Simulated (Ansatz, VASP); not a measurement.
# Al5As in VASP and in Ansatz

```xyz
6
Lattice="5.3351 0.0000 0.0000 -2.6676 4.6204 0.0000 0.0000 0.0000 4.5852" Properties=species:S:1:pos:R:3 pbc="T T T"
Al    2.6676    0.0000    2.2926
Al    1.3338    2.3102    2.2926
Al   -1.3338    2.3102    2.2926
Al    0.0000    3.0802    0.0000
Al    2.6676    1.5401    0.0000
As    0.0000    0.0000    0.0000
```

Change from the starting cell: species swapped into the KAu5 type (P6/mmm, No. 191).

Alike in both runs: functional PBE; k mesh 12 × 12 × 8; occupations gaussian, width 0.1 eV; no spin polarisation.

Ansatz relaxed the structure, and its values are those at the end. VASP's run is a single point on that final structure, the one shown.

|  | VASP | Ansatz |
| --- | --- | --- |
| version | VASP 6.6.1 | Ansatz 0.2.0 |
| potentials or method | VASP PAW PBE potentials, release 64 (Al, As), cutoff 520 eV | scalar-relativistic, plane waves, PAW |
| valence electrons in the cell | 20 | 30 |

```tsv
	VASP	Ansatz	Ansatz less VASP
gap on the k mesh at the Fermi level (eV)	none	none	-
pressure (GPa)	0.0	0.0	+0.01
```

A gap of «none» marks a metal or a gap that the smearing closes. The functional is the same, so the differences come from potentials, cutoffs and numerics. VASP's potentials hold 20 valence electrons a cell and Ansatz's 30, so a difference there can come from the potentials and not from the codes.
